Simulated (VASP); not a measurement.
# Ti (Fm-3m) in VASP: settings compared, part 2 of 2

VASP 6.6.1.

## 3. Single point, PBEsol-based screened hybrid with 25 % exact exchange

This run uses another cell than the first one, of 16.82 Å³/atom.

Contents of POSCAR:

```
Ti
1.0
    0.0000000000      2.0334456699      2.0334456699
    2.0334456699      0.0000000000      2.0334456699
    2.0334456699      2.0334456699      0.0000000000
Ti
1
Direct
    0.0000000000      0.0000000000      0.0000000000
```

Contents of INCAR.step1:

```
ALGO     = Normal         # electronic algorithm
EDIFF    = 1E-5           # SCF threshold, eV
ENCUT    = 520            # plane-wave cutoff, eV
GGA      = PE             # functional
ISIF     = 2              # what is computed and relaxed
ISMEAR   = -1             # smearing method
LASPH    = True           # aspherical terms in the spheres
LCHARG   = False          # write CHGCAR
LREAL    = False          # projectors in reciprocal space
LWAVE    = True           # write WAVECAR
NBANDS   = 12             # bands
NELM     = 100            # most SCF steps
PREC     = Accurate       # precision mode
SIGMA    = 0.05           # smearing width, eV
```

Contents of INCAR.step2:

```
AEXX     = 0.25           # exact-exchange fraction
ALGO     = Normal         # electronic algorithm
EDIFF    = 1E-7           # SCF threshold, eV
ENCUT    = 520            # plane-wave cutoff, eV
GGA      = PS             # functional
HFSCREEN = 0.207          # screening, 1/A
ISIF     = 2              # what is computed and relaxed
ISMEAR   = -1             # smearing method
ISTART   = 1            
LASPH    = True           # aspherical terms in the spheres
LCHARG   = False          # write CHGCAR
LHFCALC  = True           # exact exchange
LREAL    = False          # projectors in reciprocal space
LWAVE    = False          # write WAVECAR
NBANDS   = 12             # bands
NELM     = 100            # most SCF steps
PREC     = Accurate       # precision mode
PRECFOCK = Normal       
SIGMA    = 0.05           # smearing width, eV
```

Contents of KPOINTS:

```
k-points
0
Gamma
  6 6 6
```

Potentials or basis: VASP PAW PBE potentials, release 64 (Ti_sv).

Launch:

```sh
cat potpaw_PBE.64/Ti_sv/POTCAR > POTCAR
cp INCAR.step1 INCAR
mpirun -np 1 vasp_std > vasp.out
cp INCAR.step2 INCAR
mpirun -np 1 vasp_std > vasp.out
```

OUTCAR:

```text
AEXX = 0.25
   EDIFF = 1E-7
   ENCUT = 520
   GGA = PS
   HFSCREEN = 0.207
   ISIF = 2
   ISMEAR = -1
   ISTART = 1
   LASPH = True
   LHFCALC = True
   LREAL = False
   NELM = 100
   PREC = Accurate
   PRECFOCK = Normal

 ion  position               nearest neighbor table
   1  0.000  0.000  0.000-

  LATTYP: Found a face centered cubic cell.
 ALAT       =     4.0668913398

  Lattice vectors:

 A1 = (   0.0000000000,   2.0334456699,   2.0334456699)
 A2 = (   2.0334456699,   0.0000000000,   2.0334456699)
 A3 = (   2.0334456699,   2.0334456699,   0.0000000000)

Analysis of symmetry for initial positions (statically):
=====================================================================
 Subroutine PRICEL returns:
 Original cell was already a primitive cell.

 Routine SETGRP: Setting up the symmetry group for a
 face centered cubic supercell.

 Subroutine GETGRP returns: Found 48 space group operations
 (whereof 48 operations were pure point group operations)
 out of a pool of 48 trial point group operations.

The static configuration has the point symmetry O_h .

Analysis of symmetry for dynamics (positions and initial velocities):
=====================================================================
 Subroutine PRICEL returns:
 Original cell was already a primitive cell.

 Routine SETGRP: Setting up the symmetry group for a
 face centered cubic supercell.

 Subroutine GETGRP returns: Found 48 space group operations
 (whereof 48 operations were pure point group operations)
 out of a pool of 48 trial point group operations.

The dynamic configuration has the point symmetry O_h .

 Subroutine INISYM returns: Found 48 space group operations
 (whereof 48 operations are pure point group operations),
 and found     1 'primitive' translations

----------------------------------------------------------------------------------------

                                     Primitive cell

  volume of cell :      16.8162

  direct lattice vectors                    reciprocal lattice vectors
     0.000000000  2.033445670  2.033445670    -0.245888055  0.245888055  0.245888055
     2.033445670  0.000000000  2.033445670     0.245888055 -0.245888055  0.245888055
     2.033445670  2.033445670  0.000000000     0.245888055  0.245888055 -0.245888055

  length of vectors
     2.875726445  2.875726445  2.875726445     0.425890604  0.425890604  0.425890604

  position of ions in fractional coordinates (direct lattice)
     0.000000000  0.000000000  0.000000000

  ion indices of the primitive-cell ions
   primitive index   ion index
                 1           1

----------------------------------------------------------------------------------------

 KPOINTS: k-points

Automatic generation of k-mesh.
 Grid dimensions read from file:
 generate k-points for:    6    6    6

 Generating k-lattice:

  Cartesian coordinates                     Fractional coordinates (reciprocal lattice)
    -0.040981342  0.040981342  0.040981342     0.166666667  0.000000000  0.000000000
     0.040981342 -0.040981342  0.040981342     0.000000000  0.166666667  0.000000000
     0.040981342  0.040981342 -0.040981342     0.000000000  0.000000000  0.166666667

  Length of vectors
     0.070981767  0.070981767  0.070981767
[... 32 lines left out ...]
   ions per type =               1
   NGX,Y,Z   is equivalent  to a cutoff of  13.87, 13.87, 13.87 a.u.
   NGXF,Y,Z  is equivalent  to a cutoff of  27.75, 27.75, 27.75 a.u.
 SYSTEM =  unknown system
   PREC   = accura    normal or accurate (medium, high low for compatibility)
   ISTART =      1    job   : 0-new  1-cont  2-samecut
   ICHARG =      0    charge: 1-file 2-atom 10-const
   ISPIN  =      1    spin polarized calculation?
   LNONCOLLINEAR =      F non collinear calculations
   LSORBIT =      F    spin-orbit coupling
   LASPH  =      T    aspherical Exc in radial PAW
   ENCUT  =  520.0 eV  38.22 Ry    6.18 a.u.   5.35  5.35  5.35*2*pi/ulx,y,z
   NELM   =    100;   NELMIN=  2; NELMDL=  0     # of ELM steps
   EDIFF  = 0.1E-06   stopping-criterion for ELM
   LREAL  =      F    real-space projection
   EDIFFG = 0.1E-05   stopping-criterion for IOM
   NSW    =      0    number of steps for IOM
   IBRION =     -1    ionic relax: 0-MD 1-quasi-New 2-CG
   NFREE  =      0    steps in history (QN), initial steepest desc. (CG)
   ISIF   =      2    stress and relaxation
   ISYM   =      3    0-nonsym 1-usesym 2-fastsym
   POTIM  = 0.5000    time-step for ionic-motion
   TEBEG  =    0.0;   TEEND  =   0.0 temperature during run
   PSTRESS=    0.0 pullay stress
   NELECT =      12.0000    total number of electrons
   NUPDOWN=      -1.0000    fix difference up-down
   EMIN   =  10.00;   EMAX   =-10.00  energy-range for DOS
   EFERMI =   0.00;   METHOD = LEGACY
   ISMEAR =    -1;   SIGMA  =   0.05  broadening in eV -4-tet -1-fermi 0-gaus
   EFERMI_NEDOS =   21; number of points for ismear=-14 and -15
   IALGO  =     38    algorithm
   IMIX   =      1    mixing-type and parameters
     AMIX     =   0.40;   BMIX     =  1.00
     AMIX_MAG =   1.60;   BMIX_MAG =  1.00
  volume/ion in A,a.u.               =      16.82       113.48
  Fermi-wavevector in a.u.,A,eV,Ry     =   1.462938  2.764553 29.119032  2.140188
  Thomas-Fermi vector in A             =   2.579092
   LORBIT       =      0    0 simple, 1 ext, 2 COOP (PROOUT), +10 PAW based schemes
   GGA     = PS    functional components
   LHFCALC =     T    Hartree Fock is set to
   PRECFOCK=normal    Normal, Fast or Accurate (Low or Medium for compatibility)
   ENCUT4O =  -1.0   cutoff for four orbital integrals eV
   NKREDX  =     1    reduce k-point grid by
   NKREDY  =     1    reduce k-point grid by
   NKREDZ  =     1    reduce k-point grid by
   AEXX    =    0.2500 exact exchange contribution
   HFSCREEN=    0.2070 screening length (either q_TF or 0.3 A-1)
   HFSCREENC=   0.2070 screening length for correlation (either q_TF or 0.3 A-1)
   ENCUTFOCK=  -1.0 apply spherical cutoff to Coloumb kernel
   IVDW    =     0    specifies the selected vdW correction
   LEPSILON=     F    determine dielectric tensor
   LRPA    =     F    only Hartree local field effects (RPA)
 non-spin polarized calculation
  energy-cutoff  :      520.00
  volume of cell :       16.82
 maximum number of plane-waves:       464
 NGX is ok and might be reduce to    24
  NGX = 18; NGY = 18; NGZ = 18

 number of electron      12.0000002 magnetization

 Free energy of the ion-electron system (eV)
  ---------------------------------------------------
  ext. energy  EPLUGINS =         0.00000000
  ---------------------------------------------------
  free energy    TOTEN  =        -9.73854382 eV

  energy without entropy =       -9.72905667  energy(sigma->0) =       -9.73380025

 E-fermi :   8.4661     XC(G=0):  -9.6880

 val. band max:        8.3875935923   @ k =  -0.3333   0.3333   0.1667
 cond. band min:       8.5944002461   @ k =  -0.3333   0.3333   0.0000
 fundamental gap:      0.2068066538
 Fermi energy:         8.4661248007

 k-point     1 :       0.0000    0.0000    0.0000
  band No.  band energies     occupation
      1     -52.9124      2.00000
      2     -27.1222      2.00000
      3     -27.1222      2.00000
      4     -27.1222      2.00000
      5       1.0489      2.00000
      6       9.8810      0.00000
      7       9.8810      0.00000
      8       9.8810      0.00000
      9      12.0791      0.00000
     10      12.0791      0.00000
     11      24.7051      0.00000
     12      29.5660      0.00000
[... 211 lines left out ...]
 k-point    16 :      -0.3333    0.5000    0.1667
  band No.  band energies     occupation
      1     -52.7128      2.00000
      2     -27.7522      2.00000
      3     -27.5101      2.00000
      4     -27.3983      2.00000
      5       6.2425      2.00000
      6       6.9623      2.00000
      7       9.1727      0.00000
      8      11.9888      0.00000
      9      13.3332      0.00000
     10      16.2238      0.00000
     11      19.6077      0.00000
     12      20.2839      0.00000

------------------------ aborting loop because EDIFF is reached ----------------------------------------

  FORCE on cell =-STRESS in cart. coord.  units (eV):
  Direction    XX          YY          ZZ          XY          YZ          ZX
  --------------------------------------------------------------------------------------
  -------------------------------------------------------------------------------------
  Total       -0.0567025     -0.0567025     -0.0567025     -0.0000000     -0.0000000      0.0000000
  in kB       -5.4023799     -5.4023799     -5.4023799     -0.0000000     -0.0000000      0.0000000
  external PRESSURE =      -5.4023799 kB  Pullay stress =       0.0000000 kB

 VOLUME and BASIS-vectors are now :
 -----------------------------------------------------------------------------
  energy-cutoff  :      520.00
  volume of cell :       16.82
      direct lattice vectors                 reciprocal lattice vectors
     0.000000000  2.033445670  2.033445670    -0.245888055  0.245888055  0.245888055
     2.033445670  0.000000000  2.033445670     0.245888055 -0.245888055  0.245888055
     2.033445670  2.033445670  0.000000000     0.245888055  0.245888055 -0.245888055

 POSITION                                       TOTAL-FORCE (eV/Angst)
 -----------------------------------------------------------------------------------
      0.00000      0.00000      0.00000         0.000000      0.000000     -0.000000
 -----------------------------------------------------------------------------------
    total drift:                                0.000000      0.000000      0.000000

  FREE ENERGIE OF THE ION-ELECTRON SYSTEM (eV)
  ---------------------------------------------------
  free  energy   TOTEN  =        -9.7385438199 eV

  energy  without entropy=       -9.7290566702  energy(sigma->0) =       -9.73380025
```

It took 12 min on 1 thread of Intel Xeon Platinum 8488C (Sapphire Rapids), shared host; peak memory 0.24 GiB.

What came out:

| Quantity | Value |
| --- | --- |
| Free energy | -9.7385 eV |
| Pressure | -0.5 GPa |
| Band gap on the k mesh | zero (bands 6 and 7 overlap by 1.49 eV) |

Levels at points of the mesh, in eV from the Fermi level:
```tsv
k point	band 2	band 3	band 4	band 5	band 6	band 7	band 8	band 9	band 10	band 11
(0.00, 0.00, 0.00)	-35.59	-35.59	-35.59	-7.42	1.41	1.41	1.41	3.61	3.61	16.24
(0.50, 0.00, 0.00)	-36.40	-35.68	-35.68	-3.27	0.33	1.41	1.41	4.61	4.61	9.43
(0.50, 0.50, 0.00)	-36.33	-35.85	-35.85	-3.10	-2.28	3.15	4.80	4.87	4.87	12.09
```

Caveat: the k points lie up to 0.45 Å⁻¹ apart, too coarse for converged energies and pressures of a metal; the PAW data sets were made with another functional, which shifts forces and pressure a little.
